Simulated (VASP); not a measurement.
# SiC (Cmc2_1) in VASP: electric field gradients with PBE

Aim: the electric field gradients of SiC with PBE.

Program: VASP 6.6.1. These are calculated values, not measurements. Logs are shortened: lines on timing, memory, paths and dates and some standing lists are left out, and cuts for length are marked.

## 1. The cell of the first run

It takes space group Cmc2_1 (No. 36, orthorhombic). The conventional cell has a = 3.078 Å, b = 5.335 Å, c = 15.122 Å, α = 90.00°, β = 90.00°, γ = 90.00°. Within 2.5 Å of Si (site symmetry m) lie 4 C at 1.87 to 1.91 Å. Within 2.5 Å of Si (site symmetry m) lie 4 C at 1.87 to 1.92 Å. Si (site symmetry m) has 4 C at 1.87 to 1.92 Å within 2.5 Å. Within 2.5 Å of C (site symmetry m) lie 4 Si at 1.87 to 1.92 Å. Within 2.5 Å of C (site symmetry m) lie 4 Si at 1.87 to 1.92 Å. C (site symmetry m) has 4 Si at 1.87 to 1.91 Å within 2.5 Å.

## 2. Electric field gradients, PBE

Input file INCAR:

```
ALGO = Normal
EDIFF = 1E-8
ENCUT = 520
GGA = PE
ISIF = 2
ISMEAR = -1
LASPH = T
LCHARG = F
LEFG = T
LREAL = F
LWAVE = F
NBANDS = 36
NELM = 80
PREC = Accurate
SIGMA = 0.02
```

Input file KPOINTS:

```
k-points
0
Gamma
  10 10 2
```

Input file POSCAR:

```
SiC
1.0
    1.5389000000     -2.6675000000      0.0000000000
    1.5389000000      2.6675000000      0.0000000000
    0.0000000000      0.0000000000     15.1219000000
Si C
6 6
Direct
    0.1673000000      0.8327000000      0.8580000000
    0.8327000000      0.1673000000      0.3580000000
    0.5007000000      0.4993000000      0.5241000000
    0.4993000000      0.5007000000      0.0241000000
    0.8357000000      0.1643000000      0.6912400000
    0.1643000000      0.8357000000      0.1912400000
    0.4960000000      0.5040000000      0.6503000000
    0.5040000000      0.4960000000      0.1503000000
    0.1600000000      0.8400000000      0.9817000000
    0.8400000000      0.1600000000      0.4817000000
    0.8290000000      0.1710000000      0.8168000000
    0.1710000000      0.8290000000      0.3168000000
```

Potentials or basis: VASP PAW PBE potentials, release 64 (Si, C).

Started as:

```
> cat potpaw_PBE.64/Si/POTCAR potpaw_PBE.64/C/POTCAR > POTCAR
> mpirun -np 1 vasp_std > vasp.out
```

OUTCAR:

```text
EDIFF = 1E-8
   ENCUT = 520
   GGA = PE
   ISIF = 2
   ISMEAR = -1
   LASPH = T
   LREAL = F
   NELM = 80
   PREC = Accurate

 ion  position               nearest neighbor table
   1  0.167  0.833  0.858-  11 1.87  11 1.87   9 1.87  11 1.91   4 3.07   4 3.08   4 3.08   5 3.08
                             5 3.09   5 3.09
   2  0.833  0.167  0.358-  12 1.87  12 1.87  10 1.87  12 1.91   3 3.07   3 3.08   3 3.08   6 3.08
                             6 3.09   6 3.09
   3  0.501  0.499  0.524-  10 1.87  10 1.87   7 1.91  10 1.92   2 3.07   2 3.08   2 3.08   5 3.09
                             5 3.09   5 3.10
   4  0.499  0.501  0.024-   9 1.87   9 1.87   8 1.91   9 1.92   1 3.07   1 3.08   1 3.08   6 3.09
                             6 3.09   6 3.10
   5  0.836  0.164  0.691-   7 1.87   7 1.87  11 1.90   7 1.92   1 3.08   3 3.09   3 3.09   1 3.09
                             1 3.09   3 3.10
   6  0.164  0.836  0.191-   8 1.87   8 1.87  12 1.90   8 1.92   2 3.08   4 3.09   4 3.09   2 3.09
                             2 3.09   4 3.10
   7  0.496  0.504  0.650-   5 1.87   5 1.87   3 1.91   5 1.92
   8  0.504  0.496  0.150-   6 1.87   6 1.87   4 1.91   6 1.92
   9  0.160  0.840  0.982-   1 1.87   4 1.87   4 1.87   4 1.92
  10  0.840  0.160  0.482-   2 1.87   3 1.87   3 1.87   3 1.92
  11  0.829  0.171  0.817-   1 1.87   1 1.87   5 1.90   1 1.91
  12  0.171  0.829  0.317-   2 1.87   2 1.87   6 1.90   2 1.91

  LATTYP: Found a base centered orthorhombic cell.
 ALAT       =     3.0778000000
 B/A-ratio  =     1.7333809864
 C/A-ratio  =     4.9132172331

  Lattice vectors:

 A1 = (   1.5389000000,  -2.6675000000,   0.0000000000)
 A2 = (   1.5389000000,   2.6675000000,   0.0000000000)
 A3 = (   0.0000000000,   0.0000000000,  15.1219000000)

Analysis of symmetry for initial positions (statically):
=====================================================================
 Subroutine PRICEL returns:
 Original cell was already a primitive cell.

 Routine SETGRP: Setting up the symmetry group for a
 base centered orthorhombic supercell.

 Subroutine GETGRP returns: Found  4 space group operations
 (whereof  2 operations were pure point group operations)
 out of a pool of  8 trial point group operations.

The static configuration has the point symmetry C_1h.
 The point group associated with its full space group is C_2v.

Analysis of symmetry for dynamics (positions and initial velocities):
=====================================================================
 Subroutine PRICEL returns:
 Original cell was already a primitive cell.

 Routine SETGRP: Setting up the symmetry group for a
 base centered orthorhombic supercell.

 Subroutine GETGRP returns: Found  4 space group operations
 (whereof  2 operations were pure point group operations)
 out of a pool of  8 trial point group operations.

The dynamic configuration has the point symmetry C_1h.
 The point group associated with its full space group is C_2v.

 Subroutine INISYM returns: Found  4 space group operations
 (whereof  2 operations are pure point group operations),
 and found     1 'primitive' translations

----------------------------------------------------------------------------------------

                                     Primitive cell

  volume of cell :     124.1513

  direct lattice vectors                    reciprocal lattice vectors
     1.538900000 -2.667500000  0.000000000     0.324907401 -0.187441425  0.000000000
     1.538900000  2.667500000  0.000000000     0.324907401  0.187441425  0.000000000
     0.000000000  0.000000000 15.121900000     0.000000000  0.000000000  0.066129256

  length of vectors
     3.079572935  3.079572935 15.121900000     0.375098796  0.375098796  0.066129256

  position of ions in fractional coordinates (direct lattice)
     0.167300000  0.832700000  0.858000000
     0.832700000  0.167300000  0.358000000
     0.500700000  0.499300000  0.524100000
     0.499300000  0.500700000  0.024100000
     0.835700000  0.164300000  0.691240000
     0.164300000  0.835700000  0.191240000
     0.496000000  0.504000000  0.650300000
     0.504000000  0.496000000  0.150300000
     0.160000000  0.840000000  0.981700000
     0.840000000  0.160000000  0.481700000
     0.829000000  0.171000000  0.816800000
     0.171000000  0.829000000  0.316800000

  ion indices of the primitive-cell ions
   primitive index   ion index
                 1           1
                 2           2
                 3           3
                 4           4
                 5           5
                 6           6
                 7           7
                 8           8
                 9           9
                10          10
                11          11
                12          12

----------------------------------------------------------------------------------------

[... 65 lines left out ...]
   LSORBIT =      F    spin-orbit coupling
   LASPH  =      T    aspherical Exc in radial PAW
   ENCUT  =  520.0 eV  38.22 Ry    6.18 a.u.   5.73  5.73 28.12*2*pi/ulx,y,z
   NELM   =     80;   NELMIN=  2; NELMDL= -5     # of ELM steps
   EDIFF  = 0.1E-07   stopping-criterion for ELM
   LREAL  =      F    real-space projection
   EDIFFG = 0.1E-06   stopping-criterion for IOM
   NSW    =      0    number of steps for IOM
   IBRION =     -1    ionic relax: 0-MD 1-quasi-New 2-CG
   NFREE  =      0    steps in history (QN), initial steepest desc. (CG)
   ISIF   =      2    stress and relaxation
   ISYM   =      2    0-nonsym 1-usesym 2-fastsym
   POTIM  = 0.5000    time-step for ionic-motion
   TEBEG  =    0.0;   TEEND  =   0.0 temperature during run
   PSTRESS=    0.0 pullay stress
   NELECT =      48.0000    total number of electrons
   NUPDOWN=      -1.0000    fix difference up-down
   EMIN   =  10.00;   EMAX   =-10.00  energy-range for DOS
   EFERMI =   0.00;   METHOD = LEGACY
   ISMEAR =    -1;   SIGMA  =   0.02  broadening in eV -4-tet -1-fermi 0-gaus
   EFERMI_NEDOS =   21; number of points for ismear=-14 and -15
   IALGO  =     38    algorithm
   IMIX   =      4    mixing-type and parameters
     AMIX     =   0.40;   BMIX     =  1.00
     AMIX_MAG =   1.60;   BMIX_MAG =  1.00
  volume/ion in A,a.u.               =      10.35        69.82
  Fermi-wavevector in a.u.,A,eV,Ry     =   1.192628  2.253739 19.352390  1.422361
  Thomas-Fermi vector in A             =   2.328661
   LORBIT       =      0    0 simple, 1 ext, 2 COOP (PROOUT), +10 PAW based schemes
   GGA     = PE    functional components
   LHFCALC =     F    Hartree Fock is set to
   AEXX    =    0.0000 exact exchange contribution
   IVDW    =     0    specifies the selected vdW correction
   LEPSILON=     F    determine dielectric tensor
   LRPA    =     F    only Hartree local field effects (RPA)
 non-spin polarized calculation
  energy-cutoff  :      520.00
  volume of cell :      124.15
 maximum number of plane-waves:      3363
   NGX = 11   NGY = 11   NGZ = 57

 number of electron      48.0000003 magnetization

 Free energy of the ion-electron system (eV)
  ---------------------------------------------------
  ext. energy  EPLUGINS =         0.00000000
  ---------------------------------------------------
  free energy    TOTEN  =       -90.28729093 eV

  energy without entropy =      -90.28729093  energy(sigma->0) =      -90.28729093

 E-fermi :   8.6306     XC(G=0): -11.3546

 val. band max:        8.2555016681   @ k =   0.0000   0.0000   0.0000
 cond. band min:      10.1323925669   @ k =   0.5000   0.5000   0.0000
 fundamental gap:      1.8768908988
 Fermi energy:         8.6306265610

 k-point     1 :       0.0000    0.0000    0.0000
  band No.  band energies     occupation
      1      -7.3051      2.00000
      2      -6.8010      2.00000
      3      -6.7313      2.00000
      4      -5.2776      2.00000
      5      -5.2065      2.00000
      6      -3.7466      2.00000
[... 925 lines left out ...]
     35      17.0277      0.00000
     36      17.4761      0.00000

 [... further k-points ...]
[... 5 lines left out ...]
  --------------------------------------------------------------------------------------
  -------------------------------------------------------------------------------------
  Total        4.2457837      1.2512730      2.2067757      0.0000000      0.0000000      0.0000000
  in kB       54.7920141     16.1477299     28.4785309      0.0000000      0.0000000      0.0000000
  external PRESSURE =      33.1394250 kB  Pullay stress =       0.0000000 kB

 VOLUME and BASIS-vectors are now :
 -----------------------------------------------------------------------------
  energy-cutoff  :      520.00
  volume of cell :      124.15
      direct lattice vectors                 reciprocal lattice vectors
     1.538900000 -2.667500000  0.000000000     0.324907401 -0.187441425  0.000000000
     1.538900000  2.667500000  0.000000000     0.324907401  0.187441425  0.000000000
     0.000000000  0.000000000 15.121900000     0.000000000  0.000000000  0.066129256

 POSITION                                       TOTAL-FORCE (eV/Angst)
 -----------------------------------------------------------------------------------
      1.53890      1.77495     12.97459         0.000000      0.511419     -0.222787
      1.53890     -1.77495      5.41364         0.000000     -0.511419     -0.222787
      1.53890     -0.00373      7.92539         0.000000     -0.446756      0.106564
      1.53890      0.00373      0.36444         0.000000      0.446756      0.106564
      1.53890     -1.79096     10.45286         0.000000      0.652128      0.218272
      1.53890      1.79096      2.89191         0.000000     -0.652128      0.218272
      1.53890      0.02134      9.83377         0.000000     -0.611844     -0.296864
      1.53890     -0.02134      2.27282         0.000000      0.611844     -0.296864
      1.53890      1.81390     14.84517         0.000000     -0.597568      0.412760
      1.53890     -1.81390      7.28422         0.000000      0.597568      0.412760
      1.53890     -1.75522     12.35157         0.000000     -0.522486     -0.217946
      1.53890      1.75522      4.79062         0.000000      0.522486     -0.217946
 -----------------------------------------------------------------------------------
    total drift:                               -0.000000      0.000000      0.000062

  FREE ENERGIE OF THE ION-ELECTRON SYSTEM (eV)
  ---------------------------------------------------
  free  energy   TOTEN  =       -90.2872909254 eV

  energy  without entropy=      -90.2872909254  energy(sigma->0) =      -90.28729093

 Electric field gradients (V/A^2)
---------------------------------------------------------------------
 ion       V_xx      V_yy      V_zz      V_xy      V_xz      V_yz
---------------------------------------------------------------------
   1      -5.827     5.662     0.165     0.000    -0.000    -4.319
   2      -5.827     5.662     0.165    -0.000    -0.000     4.319
   3      -7.176     6.188     0.988     0.000    -0.000     3.019
   4      -7.176     6.188     0.988    -0.000     0.000    -3.019
   5      -9.861     5.590     4.271     0.000    -0.000    -5.281
   6      -9.861     5.590     4.271     0.000    -0.000     5.281
   7      -2.154    -1.038     3.191     0.000     0.000    -0.303
   8      -2.154    -1.038     3.191    -0.000    -0.000     0.303
   9      -0.579     1.258    -0.679     0.000     0.000    -0.770
  10      -0.579     1.258    -0.679     0.000     0.000     0.770
  11      -0.827    -0.020     0.847    -0.000    -0.000    -0.101
  12      -0.827    -0.020     0.847    -0.000     0.000     0.101
---------------------------------------------------------------------

 Electric field gradients after diagonalization (V/A^2)
 (convention: |V_zz| > |V_xx| > |V_yy|)
----------------------------------------------------------------------
 ion       V_xx      V_yy      V_zz     asymmetry (V_yy - V_xx)/ V_zz
----------------------------------------------------------------------
   1      -5.827    -2.206     8.033       0.451
   2      -5.827    -2.206     8.033       0.451
   3      -7.176    -0.397     7.573       0.895
   4      -7.176    -0.397     7.573       0.895
   5      -9.861    -0.392    10.252       0.924
   6      -9.861    -0.392    10.252       0.924
   7      -2.154    -1.059     3.213       0.341
   8      -2.154    -1.059     3.213       0.341
   9      -0.948    -0.579     1.526       0.242
  10      -0.948    -0.579     1.526       0.242
  11      -0.827    -0.032     0.859       0.927
  12      -0.827    -0.032     0.859       0.927
----------------------------------------------------------------------

           NMR quadrupolar parameters

 Cq : quadrupolar parameter    Cq=e*Q*V_zz/h
 eta: asymmetry parameters     (V_yy - V_xx)/ V_zz
 Q  : nuclear electric quadrupole moment in mb (millibarn)
----------------------------------------------------------------------
 ion       Cq(MHz)       eta       Q (mb)
----------------------------------------------------------------------
   1       0.019       0.451       1.000
   2       0.019       0.451       1.000
   3       0.018       0.895       1.000
   4       0.018       0.895       1.000
   5       0.025       0.924       1.000
   6       0.025       0.924       1.000
   7       0.008       0.341       1.000
   8       0.008       0.341       1.000
   9       0.004       0.242       1.000
  10       0.004       0.242       1.000
  11       0.002       0.927       1.000
  12       0.002       0.927       1.000
----------------------------------------------------------------------
```

It took 5.3 min on 1 thread of Intel Xeon Platinum 8259CL at 2.50GHz (Skylake/Cascade Lake), shared host; peak memory 0.36 GiB.

What came out:

| Item | Value |
| --- | --- |
| Free energy | -90.2873 eV |
| Pressure | 3.3 GPa |
| Largest force | 0.726 eV/Å |
| Band gap on the k mesh | 1.88 eV (least direct gap 3.12 eV) |
| Largest electric field gradient by atom | Si +8.0, +7.6, +10.3 (each value once); C +3.2, +1.5, +0.9 (each value once) V/Å² |

Forces in eV/Å, atoms in the order of the input:
```
Si   0.000  0.511 -0.223
Si   0.000 -0.511 -0.223
Si   0.000 -0.447  0.107
Si   0.000  0.447  0.107
Si   0.000  0.652  0.218
Si   0.000 -0.652  0.218
C    0.000 -0.612 -0.297
C    0.000  0.612 -0.297
C    0.000 -0.598  0.413
C    0.000  0.598  0.413
C    0.000 -0.522 -0.218
C    0.000  0.522 -0.218
```

Levels at points of the mesh, in eV from the valence-band top:
```tsv
k point	band 21	band 22	band 23	band 24	band 25	band 26	band 27	band 28
(0.00, 0.00, 0.00)	-0.33	-0.22	-0.11	0.00	5.08	5.24	5.68	6.19
(0.50, 0.00, 0.00)	-1.91	-1.88	-1.72	-1.16	1.96	2.11	3.12	3.78
(0.50, 0.50, 0.00)	-2.01	-1.93	-1.71	-1.29	1.88	2.11	3.10	3.73
(0.00, 0.00, 0.50)	-0.31	-0.31	-0.09	-0.09	5.15	5.15	5.91	5.91
(0.50, 0.00, 0.50)	-1.83	-1.83	-1.36	-1.36	1.98	1.98	3.34	3.34
(0.50, 0.50, 0.50)	-1.81	-1.81	-1.49	-1.49	1.95	1.95	3.29	3.29
```

Electric field gradients, principal values (V/Å²):
```tsv
atom	least	middle	greatest (by size)
1 Si	-2.206	-5.827	8.033
2 Si	-2.206	-5.827	8.033
3 Si	-0.397	-7.176	7.573
4 Si	-0.397	-7.176	7.573
5 Si	-0.392	-9.861	10.252
6 Si	-0.392	-9.861	10.252
7 C	-1.059	-2.154	3.213
8 C	-1.059	-2.154	3.213
9 C	-0.579	-0.948	1.526
10 C	-0.579	-0.948	1.526
11 C	-0.032	-0.827	0.859
12 C	-0.032	-0.827	0.859
```

Caveat: the cell stands under pressure; without QUAD_EFG the Cq values of the log hold for a quadrupole moment of 1 mb, not for the nuclei. Expect the measured gap to be larger: semilocal functionals such as PBE lack the derivative discontinuity.
